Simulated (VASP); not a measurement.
A run of VASP 6.6.1 is set up as follows.

Contents of INCAR:

```
SYSTEM = Ba
PREC = Accurate ; ENCUT = 520
EDIFF = 1E-6 ; ISMEAR = -1
SIGMA = 0.1 ; LREAL = .False.
LASPH = .True. ; NELM = 60
ALGO = Normal ; ISIF = 2
LWAVE = .False. ; LCHARG = .False.
NBANDS = 11
```

KPOINTS

```
Automatic mesh
0
Gamma
  9 9 9
  0 0 0
```

Contents of POSCAR:

```
Ba
1.0
   -2.3789385306      2.3789385306      2.3789385306
    2.3789385306     -2.3789385306      2.3789385306
    2.3789385306      2.3789385306     -2.3789385306
Ba
1
Direct
    0.0000000000      0.0000000000      0.0000000000
```

Potentials or basis: VASP PAW LDA potentials, release 64 (Ba_sv).

Run with:

```sh
$ cat potpaw_LDA.64/Ba_sv/POTCAR > POTCAR
$ mpirun -np 1 vasp_std > vasp.out
```

Q: Predict the pressure.

A: 0.1 GPa.

Q: Predict the band gap on the k mesh.

A: Zero (band 5 reaches 2.57 eV, above the bottom of band 6 at 1.31 eV).

Caveat: spin-orbit coupling is left out, which moves the levels of the heavy elements.
